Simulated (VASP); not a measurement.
# ZrB2 (P6/mmm) in VASP: elastic constants with PBE

Aim: the elastic constants of ZrB2 with PBE.

Everything below comes from runs of VASP 6.6.1. Logs are shortened: lines on timing, memory, paths and dates and some standing lists are left out, and cuts for length are marked.

### 1 The cell of the first run

It takes space group P6/mmm (No. 191, hexagonal). The conventional cell has a = 3.171 Å, b = 3.171 Å, c = 3.542 Å, α = 90.00°, β = 90.00°, γ = 120.00°. Zr (site symmetry 6/mmm) has 12 B at 2.55 Å and 6 Zr at 3.17 Å within 3.4 Å. Within 2.4 Å of B (site symmetry -6m2) lie 3 B at 1.83 Å.

### 2 Elastic constants, PBE

INCAR

```
SYSTEM = ZrB2
PREC = Accurate
ENCUT = 600
EDIFF = 1E-8
ISMEAR = -1
SIGMA = 0.05
LREAL = .False.
LASPH = .True.
NELM = 80
ALGO = Normal
ISIF = 3
LWAVE = .False.
LCHARG = .False.
GGA = PE
IBRION = 6
NFREE = 2
POTIM = 0.015
NSW = 1
```

KPOINTS

```
regular mesh
0
Gamma
  16 16 12
  0 0 0
```

POSCAR

```
ZrB2
1.0
    3.1713697577      0.0000000000      0.0000000000
   -1.5856848789      2.7464867750      0.0000000000
    0.0000000000      0.0000000000      3.5418880074
Zr B
1 2
Direct
    0.0000000000      0.0000000000      0.0000000000
    0.3333333333      0.6666666667      0.5000000000
    0.6666666667      0.3333333333      0.5000000000
```

Potentials or basis: VASP PAW PBE potentials, release 64 (Zr_sv, B).

The run is started by

```console
> cat potpaw_PBE.64/Zr_sv/POTCAR potpaw_PBE.64/B/POTCAR > POTCAR
> mpirun -np 1 vasp_std > vasp.out
```

OUTCAR:

```text
SYSTEM = ZrB2
   PREC = Accurate
   ENCUT = 600
   EDIFF = 1E-8
   ISMEAR = -1
   LREAL = .False.
   LASPH = .True.
   NELM = 80
   ISIF = 3
   GGA = PE
   IBRION = 6
   NFREE = 2
   POTIM = 0.015
   NSW = 1

 ion  position               nearest neighbor table
   1  0.000  0.000  0.000-   2 2.55   3 2.55   2 2.55   3 2.55   3 2.55   3 2.55   2 2.55   2 2.55
                             3 2.55   3 2.55   2 2.55   2 2.55
   2  0.333  0.667  0.500-   3 1.83   3 1.83   3 1.83   1 2.55   1 2.55   1 2.55   1 2.55   1 2.55
                             1 2.55
   3  0.667  0.333  0.500-   2 1.83   2 1.83   2 1.83   1 2.55   1 2.55   1 2.55   1 2.55   1 2.55
                             1 2.55

  LATTYP: Found a hexagonal cell.
 ALAT       =     3.1713697577
 C/A-ratio  =     1.1168322454

  Lattice vectors:

 A1 = (   3.1713697577,   0.0000000000,   0.0000000000)
 A2 = (  -1.5856848789,   2.7464867750,   0.0000000000)
 A3 = (   0.0000000000,   0.0000000000,   3.5418880074)

Analysis of symmetry for initial positions (statically):
=====================================================================
 Subroutine PRICEL returns:
 Original cell was already a primitive cell.

 Routine SETGRP: Setting up the symmetry group for a
 hexagonal supercell.

 Subroutine GETGRP returns: Found 24 space group operations
 (whereof 24 operations were pure point group operations)
 out of a pool of 24 trial point group operations.

The static configuration has the point symmetry D_6h.

Analysis of symmetry for dynamics (positions and initial velocities):
=====================================================================
 Subroutine PRICEL returns:
 Original cell was already a primitive cell.

 Routine SETGRP: Setting up the symmetry group for a
 hexagonal supercell.

 Subroutine GETGRP returns: Found 24 space group operations
 (whereof 24 operations were pure point group operations)
 out of a pool of 24 trial point group operations.

The dynamic configuration has the point symmetry D_6h.

 Subroutine INISYM returns: Found 24 space group operations
 (whereof 24 operations are pure point group operations),
 and found     1 'primitive' translations

----------------------------------------------------------------------------------------

                                     Primitive cell

  volume of cell :      30.8503

  direct lattice vectors                    reciprocal lattice vectors
     3.171369758  0.000000000  0.000000000     0.315321163  0.182050758  0.000000000
    -1.585684879  2.746486775  0.000000000     0.000000000  0.364101517  0.000000000
     0.000000000  0.000000000  3.541888007     0.000000000  0.000000000  0.282335296

  length of vectors
     3.171369758  3.171369758  3.541888007     0.364101517  0.364101517  0.282335296

  position of ions in fractional coordinates (direct lattice)
     0.000000000  0.000000000  0.000000000
     0.333333333  0.666666667  0.500000000
     0.666666667  0.333333333  0.500000000

  ion indices of the primitive-cell ions
   primitive index   ion index
                 1           1
                 2           2
                 3           3

----------------------------------------------------------------------------------------

 KPOINTS: regular mesh

Automatic generation of k-mesh.
 Grid dimensions read from file:
 generate k-points for:   16   16   12

 Generating k-lattice:

[... 115 lines left out ...]
  Direction    XX          YY          ZZ          XY          YZ          ZX
  --------------------------------------------------------------------------------------
  -------------------------------------------------------------------------------------
  Total        0.0149187      0.0149187      0.0339984     -0.0000000     -0.0000000     -0.0000000
  in kB        0.7747845      0.7747845      1.7656695     -0.0000000     -0.0000000     -0.0000000
  external PRESSURE =       1.1050795 kB  Pullay stress =       0.0000000 kB
[... 92 lines left out ...]
  FREE ENERGIE OF THE ION-ELECTRON SYSTEM (eV)
  ---------------------------------------------------
  free  energy   TOTEN  =       -24.9688702335 eV

  energy  without entropy=      -24.9667406043  energy(sigma->0) =      -24.96780542

[... ionic steps 4 to 18 ...]

--------------------------------------- Ionic step       19  -------------------------------------------

 number of electron      18.0000000 magnetization

------------------------ aborting loop because EDIFF is reached ----------------------------------------
[... 69 lines left out ...]
--------------------------------------- Ionic step       21  -------------------------------------------

 number of electron      18.0000000 magnetization

 Free energy of the ion-electron system (eV)
  ---------------------------------------------------
  ext. energy  EPLUGINS =         0.00000000
  ---------------------------------------------------
  free energy    TOTEN  =       -24.98065953 eV

  energy without entropy =      -24.97841774  energy(sigma->0) =      -24.97953864

 E-fermi :  10.5090     XC(G=0): -12.4272

 val. band max:       10.4959335271   @ k =   0.1875   0.1875   0.0833
 cond. band min:      10.5510094638   @ k =   0.0000   0.0000   0.2500
 fundamental gap:      0.0550759367
 Fermi energy:        10.5089744803

 k-point     1 :       0.0000    0.0000    0.0000
  band No.  band energies     occupation
      1     -38.1569      2.00000
      2     -16.3440      2.00000
      3     -15.7903      2.00000
      4     -15.7903      2.00000
      5      -2.2293      2.00000
      6       7.8777      2.00000
      7       7.8777      2.00000
      8       7.8988      2.00000
      9       8.1283      2.00000
     10      13.8735      0.00000
     11      13.8735      0.00000
     12      14.6316      0.00000
     13      14.6316      0.00000
[... 354 lines left out ...]
  band No.  band energies     occupation
      1     -38.0548      2.00000
      2     -16.5149      2.00000
      3     -16.1914      2.00000
      4     -16.0948      2.00000
      5       0.2841      2.00000
      6       4.0741      2.00000
      7       5.7170      2.00000
      8       7.0075      2.00000
      9      10.1288      1.99900
     10      10.5847      0.36042
     11      11.7348      0.00000
     12      15.7962      0.00000
     13      16.7275      0.00000

 [... further k-points ...]
[... 5 lines left out ...]
  --------------------------------------------------------------------------------------
  -------------------------------------------------------------------------------------
  Total        0.0178536      0.0178536      0.0353137     -0.0000000      0.0000000      0.0000000
  in kB        0.9272085      0.9272085      1.8339807     -0.0000000      0.0000000      0.0000000
  external PRESSURE =       1.2294659 kB  Pullay stress =       0.0000000 kB
[... 18 lines left out ...]
  FREE ENERGIE OF THE ION-ELECTRON SYSTEM (eV)
  ---------------------------------------------------
  free  energy   TOTEN  =       -24.9806595338 eV

  energy  without entropy=      -24.9784177364  energy(sigma->0) =      -24.97953864

 INTERNAL STRAIN TENSORS FROM STRAINED CELLS
 ============================================

 INTERNAL STRAIN TENSOR FOR ION    1 for displacements in x,y,z  (eV/Angst):
          X           Y           Z          XY          YZ          ZX
  --------------------------------------------------------------------------------
  x    -0.00000     0.00000    -0.00000     0.00000     0.00000     0.00000
  y     0.00000    -0.00000     0.00000    -0.00000     0.00000     0.00000
  z     0.00000     0.00000    -0.00000     0.00000    -0.00000     0.00000

 INTERNAL STRAIN TENSORS FROM DISPLACED ATOMS
 ============================================

 INTERNAL STRAIN TENSOR FOR ION    1 for displacements in x,y,z  (eV/Angst):
          X           Y           Z          XY          YZ          ZX
  --------------------------------------------------------------------------------
  x     0.00000     0.00000     0.00000     0.00000     0.00000     0.00000
  y     0.00000     0.00000     0.00000     0.00000     0.00000     0.00000
  z     0.00000     0.00000     0.00000     0.00000     0.00000     0.00000

 INTERNAL STRAIN TENSOR FOR ION    3 for displacements in x,y,z  (eV/Angst):
          X           Y           Z          XY          YZ          ZX
  --------------------------------------------------------------------------------
  x     0.00000    -0.00000     0.00000    -1.85409     0.00000     0.00000
  y    -1.85409     1.85409     0.00000    -0.00000     0.00000     0.00000
  z     0.00000     0.00000     0.00000    -0.00000     0.00000     0.00000

 Eigenvectors and eigenvalues of the dynamical matrix
 ----------------------------------------------------

   1 f  =   22.911312 THz   143.956017 2PiTHz  764.239097 cm-1    94.753529 meV
             X         Y         Z           dx          dy          dz
      0.000000  0.000000  0.000000     0.000000    0.000000    0.000000
     -0.000000  1.830991  1.770944    -0.313803    0.633662    0.000000
      1.585685  0.915496  1.770944     0.313803   -0.633662    0.000000
[... 43 lines left out ...]
   9 f/i=    0.002342 THz     0.014714 2PiTHz    0.078116 cm-1     0.009685 meV
             X         Y         Z           dx          dy          dz
      0.000000  0.000000  0.000000     0.000000    0.000000    0.899034
     -0.000000  1.830991  1.770944     0.000000    0.000000    0.309627
      1.585685  0.915496  1.770944     0.000000    0.000000    0.309627

--------------------------------------------------------------------------------------------------------

 ELASTIC MODULI CONTR FROM IONIC RELAXATION (kBar)
 Direction    XX          YY          ZZ          XY          YZ          ZX
 --------------------------------------------------------------------------------
 XX         -15.3772     15.3772      0.0000      0.0000      0.0000      0.0000
 YY          15.3772    -15.3772      0.0000      0.0000      0.0000     -0.0000
 ZZ           0.0000      0.0000      0.0000      0.0000      0.0000      0.0000
 XY           0.0000      0.0000      0.0000    -15.3772      0.0000     -0.0000
 YZ           0.0000      0.0000      0.0000      0.0000      0.0000      0.0000
 ZX           0.0000     -0.0000      0.0000     -0.0000      0.0000     -0.0000
 --------------------------------------------------------------------------------

 TOTAL ELASTIC MODULI (kBar)
 Direction    XX          YY          ZZ          XY          YZ          ZX
 --------------------------------------------------------------------------------
 XX        5651.9136    543.1482   1213.9915     -0.0000     -0.0000      0.0000
 YY         543.1482   5651.9136   1213.9915     -0.0000      0.0000     -0.0000
 ZZ        1213.9915   1213.9915   4325.7753     -0.0000      0.0000      0.0000
 XY          -0.0000     -0.0000     -0.0000   2554.3827      0.0000     -0.0000
 YZ          -0.0000      0.0000      0.0000      0.0000   2508.6959     -0.0000
 ZX           0.0000     -0.0000      0.0000     -0.0000     -0.0000   2508.6964
 --------------------------------------------------------------------------------
```

It took 61 min on 1 thread of Oxide Virtual Turin-like, shared host; peak memory 0.85 GiB.

What came out:

```yaml
Voigt_bulk_modulus: 240 GPa
Highest_phonon_frequency_at_Γ: 764 cm⁻¹
```

Phonon frequencies in cm⁻¹ (negative: imaginary):
| q point | frequencies |
| --- | --- |
| (0.000, 0.000, 0.000) | 0 0 0 449 449 467 554 764 764 |

Elastic tensor in Voigt notation (GPa, in the Cartesian axes of the cell as first typed):
```
565  54 121   0   0   0
 54 565 121   0   0   0
121 121 433   0   0   0
  0   0   0 251   0   0
  0   0   0   0 251   0
  0   0   0   0   0 255
```

Clamped-ion elastic tensor (GPa):
```
567  53 121   0   0   0
 53 567 121   0   0   0
121 121 433   0   0   0
  0   0   0 251   0   0
  0   0   0   0 251   0
  0   0   0   0   0 257
```
